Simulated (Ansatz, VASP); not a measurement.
## Two plane-wave programs on MoSe

```
Mo Se
1.0
     0.00000    2.89956    2.89956
     2.89956    0.00000    2.89956
     2.89956    2.89956    0.00000
Mo Se
1 1
Direct
  0.00000 0.00000 0.00000
  0.25000 0.25000 0.25000
```

Alike in both runs: task single point; functional PBE; k mesh 12 × 12 × 12; occupations gaussian, width 0.1 eV; collinear spin; Hubbard terms Mo d U = 4.38 eV.

|  | VASP | Ansatz |
| --- | --- | --- |
| version | VASP 6.6.1 | Ansatz 0.2.0 |
| potentials or method | VASP PAW PBE potentials, release 64 (Mo_sv, Se), cutoff 520 eV | scalar-relativistic, plane waves, PAW |
| valence electrons in the cell | 20 | 30 |

|  | VASP | Ansatz | Ansatz less VASP |
| --- | --- | --- | --- |
| gap on the k mesh at the Fermi level (eV) | none | none | - |
| pressure (GPa) | 13.3 | 17.5 | +4.23 |
| net moment per atom (μB) | 1.83 | 2.00 | +0.166 |
| size of the moment on the site where the two differ most (μB) | 3.32 | 2.83 | -0.494 |

The net moments are unlike, so the other rows may belong to different states. Site moments also hang on the region over which each program counts them. The programs project onto different local orbitals, so the same U acts differently, and such runs can settle in different states. A gap of «none» marks a metal or a gap that the smearing closes. VASP's potentials hold 20 valence electrons a cell and Ansatz's 30, so a difference there can come from the potentials and not from the codes. Ansatz's warnings: filled band counts differ across k points.
